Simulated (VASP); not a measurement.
# InH (F-43m) in VASP: single point with PBE

Aim: the single point of InH with PBE.

Program: VASP 6.6.1. These are calculated values, not measurements. Logs are shortened: lines on timing, memory, paths and dates and some standing lists are left out, and cuts for length are marked.

### 1 The cell of the first run

The structure is cubic, space group F-43m (No. 216). The conventional cell has a = 5.219 Å, b = 5.219 Å, c = 5.219 Å, α = 90.00°, β = 90.00°, γ = 90.00°. In (site symmetry -43m) has 4 H at 2.26 Å within 3.0 Å. H (site symmetry -43m) has 4 In at 2.26 Å within 3.0 Å.

### 2 Single point, PBE

POSCAR

```
InH
1.0
    0.0000000000      2.6092766905      2.6092766905
    2.6092766905      0.0000000000      2.6092766905
    2.6092766905      2.6092766905      0.0000000000
In H
1 1
Direct
    0.0000000000      0.0000000000      0.0000000000
    0.2500000000      0.2500000000      0.2500000000
```

INCAR.step1

```
SYSTEM = InH
PREC = Accurate
ENCUT = 520
EDIFF = 1E-6
ISMEAR = 0
SIGMA = 0.1
LREAL = .FALSE.
LASPH = .TRUE.
NELM = 80
ALGO = Normal
ISIF = 2
LWAVE = .FALSE.
LCHARG = .TRUE.
GGA = PE
NBANDS = 14
```

KPOINTS.step1

```
Automatic mesh
0
G
  18 18 18
  0 0 0
```

INCAR.step2

```
SYSTEM = InH
PREC = Accurate
ENCUT = 520
EDIFF = 1E-6
ISMEAR = -5
SIGMA = 0.1
LREAL = .FALSE.
LASPH = .TRUE.
NELM = 80
ALGO = Normal
ISIF = 2
LWAVE = .FALSE.
LCHARG = .FALSE.
GGA = PE
LORBIT = 11
NBANDS = 14
NEDOS = 1001
ICHARG = 11
```

KPOINTS.step2

```
Automatic mesh
0
G
  27 27 27
  0 0 0
```

Potentials or basis: VASP PAW PBE potentials, release 64 (In_d, H).

Started as:

```bash
> cat potpaw_PBE.64/In_d/POTCAR potpaw_PBE.64/H/POTCAR > POTCAR
> cp INCAR.step1 INCAR
> cp KPOINTS.step1 KPOINTS
> mpirun -np 1 vasp_std > vasp.out
> cp INCAR.step2 INCAR
> cp KPOINTS.step2 KPOINTS
> mpirun -np 1 vasp_std > vasp.out
```

OUTCAR:

```text
SYSTEM = InH
   PREC = Accurate
   ENCUT = 520
   EDIFF = 1E-6
   ISMEAR = -5
   LREAL = .FALSE.
   LASPH = .TRUE.
   NELM = 80
   ISIF = 2
   GGA = PE
   LORBIT = 11
   ICHARG = 11

 ion  position               nearest neighbor table
   1  0.000  0.000  0.000-   2 2.26   2 2.26   2 2.26   2 2.26
   2  0.250  0.250  0.250-   1 2.26   1 2.26   1 2.26   1 2.26

  LATTYP: Found a face centered cubic cell.
 ALAT       =     5.2185533810

  Lattice vectors:

 A1 = (   0.0000000000,   2.6092766905,   2.6092766905)
 A2 = (   2.6092766905,   0.0000000000,   2.6092766905)
 A3 = (   2.6092766905,   2.6092766905,   0.0000000000)

Analysis of symmetry for initial positions (statically):
=====================================================================
 Subroutine PRICEL returns:
 Original cell was already a primitive cell.

 Routine SETGRP: Setting up the symmetry group for a
 face centered cubic supercell.

 Subroutine GETGRP returns: Found 24 space group operations
 (whereof 24 operations were pure point group operations)
 out of a pool of 48 trial point group operations.

The static configuration has the point symmetry T_d .

Analysis of symmetry for dynamics (positions and initial velocities):
=====================================================================
 Subroutine PRICEL returns:
 Original cell was already a primitive cell.

 Routine SETGRP: Setting up the symmetry group for a
 face centered cubic supercell.

 Subroutine GETGRP returns: Found 24 space group operations
 (whereof 24 operations were pure point group operations)
 out of a pool of 48 trial point group operations.

The dynamic configuration has the point symmetry T_d .

 Subroutine INISYM returns: Found 24 space group operations
 (whereof 24 operations are pure point group operations),
 and found     1 'primitive' translations

----------------------------------------------------------------------------------------

                                     Primitive cell

  volume of cell :      35.5296

  direct lattice vectors                    reciprocal lattice vectors
     0.000000000  2.609276691  2.609276691    -0.191623986  0.191623986  0.191623986
     2.609276691  0.000000000  2.609276691     0.191623986 -0.191623986  0.191623986
     2.609276691  2.609276691  0.000000000     0.191623986  0.191623986 -0.191623986

  length of vectors
     3.690074484  3.690074484  3.690074484     0.331902480  0.331902480  0.331902480

  position of ions in fractional coordinates (direct lattice)
     0.000000000  0.000000000  0.000000000
     0.250000000  0.250000000  0.250000000
[... 98 lines left out ...]
     AMIX     =   0.40;   BMIX     =  1.00
     AMIX_MAG =   1.60;   BMIX_MAG =  1.00
  volume/ion in A,a.u.               =      17.76       119.88
  Fermi-wavevector in a.u.,A,eV,Ry     =   1.200201  2.268051 19.598959  1.440483
  Thomas-Fermi vector in A             =   2.336043
   LORBIT       =     11    0 simple, 1 ext, 2 COOP (PROOUT), +10 PAW based schemes
   GGA     = PE    functional components
   LHFCALC =     F    Hartree Fock is set to
   AEXX    =    0.0000 exact exchange contribution
   IVDW    =     0    specifies the selected vdW correction
   LEPSILON=     F    determine dielectric tensor
   LRPA    =     F    only Hartree local field effects (RPA)
 non-spin polarized calculation
 Fermi weights with tetrahedron method with Bloechl corrections
  energy-cutoff  :      520.00
  volume of cell :       35.53
 maximum number of plane-waves:       969

 number of electron      14.0000003 magnetization

 Free energy of the ion-electron system (eV)
  ---------------------------------------------------
  ext. energy  EPLUGINS =         0.00000000
  ---------------------------------------------------
  free energy    TOTEN  =        -5.02223576 eV

  energy without entropy =       -5.02223576  energy(sigma->0) =       -5.02223576

 E-fermi :   5.2480     XC(G=0):  -9.3110

 val. band max:        5.2560538880   @ k =  -0.1852   0.1852   0.0000
 cond. band min:       5.2319146949   @ k =  -0.4074   0.3333   0.0741
 fundamental gap:     -0.0241391931
 Fermi energy:         5.2479907649

 k-point     1 :       0.0000    0.0000    0.0000
  band No.  band energies     occupation
      1      -9.3847      2.00000
      2      -9.3847      2.00000
      3      -9.3847      2.00000
      4      -9.2960      2.00000
      5      -9.2960      2.00000
      6      -4.2934      2.00000
      7       7.8679      0.00000
      8      12.7691      0.00000
      9      12.7691      0.00000
     10      12.7691      0.00000
     11      15.6102      0.00000
     12      15.6102      0.00000
     13      15.6102      0.00000
     14      17.5601      0.00000
[... 377 lines left out ...]
      1      -9.4314      2.00000
      2      -9.3664      2.00000
      3      -9.3635      2.00000
      4      -9.2563      2.00000
      5      -9.2451      2.00000
      6      -2.2135      2.00000
      7       3.2873      2.00000
      8       9.0988      0.00000
      9      10.8753      0.00000
     10      11.4203      0.00000
     11      14.8023      0.00000
     12      15.7590      0.00000
     13      15.9507      0.00000
     14      19.6021      0.00000

 [... further k-points ...]

------------------------ aborting loop because EDIFF is reached ----------------------------------------

  FORCE on cell =-STRESS in cart. coord.  units (eV):
  Direction    XX          YY          ZZ          XY          YZ          ZX
  --------------------------------------------------------------------------------------
  -------------------------------------------------------------------------------------
  Total       -0.0152013     -0.0152013     -0.0152013      0.0000000     -0.0000000     -0.0000000
  in kB       -0.6854879     -0.6854879     -0.6854879      0.0000000     -0.0000000     -0.0000000
  external PRESSURE =      -0.6854879 kB  Pullay stress =       0.0000000 kB

 VOLUME and BASIS-vectors are now :
 -----------------------------------------------------------------------------
  energy-cutoff  :      520.00
  volume of cell :       35.53
      direct lattice vectors                 reciprocal lattice vectors
     0.000000000  2.609276691  2.609276691    -0.191623986  0.191623986  0.191623986
     2.609276691  0.000000000  2.609276691     0.191623986 -0.191623986  0.191623986
     2.609276691  2.609276691  0.000000000     0.191623986  0.191623986 -0.191623986

 POSITION                                       TOTAL-FORCE (eV/Angst)
 -----------------------------------------------------------------------------------
      0.00000      0.00000      0.00000         0.000000      0.000000      0.000000
      1.30464      1.30464      1.30464        -0.000000     -0.000000     -0.000000
 -----------------------------------------------------------------------------------
    total drift:                               -0.000000     -0.000000     -0.000000

  FREE ENERGIE OF THE ION-ELECTRON SYSTEM (eV)
  ---------------------------------------------------
  free  energy   TOTEN  =        -5.0222357590 eV

  energy  without entropy=       -5.0222357590  energy(sigma->0) =       -5.02223576

 total charge

# of ion       s       p       d       tot
------------------------------------------
    1        1.031   0.405   9.861  11.297
    2        0.462   0.011   0.000   0.473
--------------------------------------------------
tot          1.493   0.416   9.861  11.770
```

OUTCAR.step1:

```text
SYSTEM = InH
   PREC = Accurate
   ENCUT = 520
   EDIFF = 1E-6
   ISMEAR = 0
   LREAL = .FALSE.
   LASPH = .TRUE.
[... 629 lines left out ...]
      0.00000      0.00000      0.00000         0.000000     -0.000000     -0.000000
      1.30464      1.30464      1.30464        -0.000000      0.000000      0.000000
 -----------------------------------------------------------------------------------
    total drift:                               -0.000000     -0.000000     -0.000000

  FREE ENERGIE OF THE ION-ELECTRON SYSTEM (eV)
  ---------------------------------------------------
  free  energy   TOTEN  =        -5.0250613857 eV

  energy  without entropy=       -5.0220247402  energy(sigma->0) =       -5.02354306
```

Wall time 4.1 min (1 thread of Intel Xeon 6975P-C (Granite Rapids), shared host); peak memory 0.37 GiB.

Results:

| Quantity | Value |
| --- | --- |
| Valence electrons inside the program's atomic spheres | In 11.30; H 0.47 |

Caveat: spin-orbit coupling is left out, which moves the levels of the heavy elements; tetrahedron occupations give inexact forces and stress in metals.
